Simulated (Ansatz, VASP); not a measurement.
Te: VASP beside Ansatz

INCAR

```
ALGO = Normal ; EDIFF = 1E-6
ENCUT = 520 ; GGA = PE
ISIF = 2 ; ISMEAR = 0
LASPH = True ; LCHARG = False
LREAL = False ; LWAVE = False
NBANDS = 9 ; NELM = 80
PREC = Accurate ; SIGMA = 0.1
```

KPOINTS

```
k-points
0
Gamma
  15 15 15
```

The input POSCAR:

```
Te
1.0
    2.3379333540      1.2993843954      1.7504684483
   -2.3379333540      1.2993843954      1.7504684483
    0.0000000000     -2.5323650388      1.6981877282
Te
1
Direct
    0.5000000000      0.5000000000      0.5000000000
```

Input for Ansatz:

```yaml
crystal:
  lattice:
    - [2.337933354, 1.2993843954, 1.7504684483]
    - [-2.337933354, 1.2993843954, 1.7504684483]
    - [0.0, -2.5323650388, 1.6981877282]
  atoms:
    - { symbol: Te, position: [0.5, 0.5, 0.5] }
basis:
  ecutwfc: 420
kpoints:
  mp_grid: { grid: [15, 15, 15] }
hamiltonian:
  xc: pbe
scf:
  occupations: { method: gaussian, width: 0.1 }
output:
  forces: true
  stress: true
  eigenvalues: true
```

Alike in both runs: task single point; functional PBE; k mesh 15 × 15 × 15; occupations gaussian, width 0.1 eV; no spin polarisation.

```csv
,VASP,Ansatz
version,VASP 6.6.1,Ansatz 0.2.0
potentials or method,"VASP PAW PBE potentials, release 64 (Te), cutoff 520 eV","scalar-relativistic, plane waves, PAW"
valence electrons in the cell,6,16
```

```csv
,VASP,Ansatz,Ansatz less VASP
gap on the k mesh at the Fermi level (eV),none,none,-
pressure (GPa),3.1,3.1,+0.03
"traceless stress, the component that is largest in VASP (GPa)",-2.20,-2.20,-0.002
```

A gap of «none» marks a metal or a gap that the smearing closes. With one functional, cell and mesh, what is left measures potentials, basis and numerics. VASP's potentials hold 6 valence electrons a cell and Ansatz's 16, so a difference there can come from the potentials and not from the codes.

Spin-orbit coupling is off throughout.
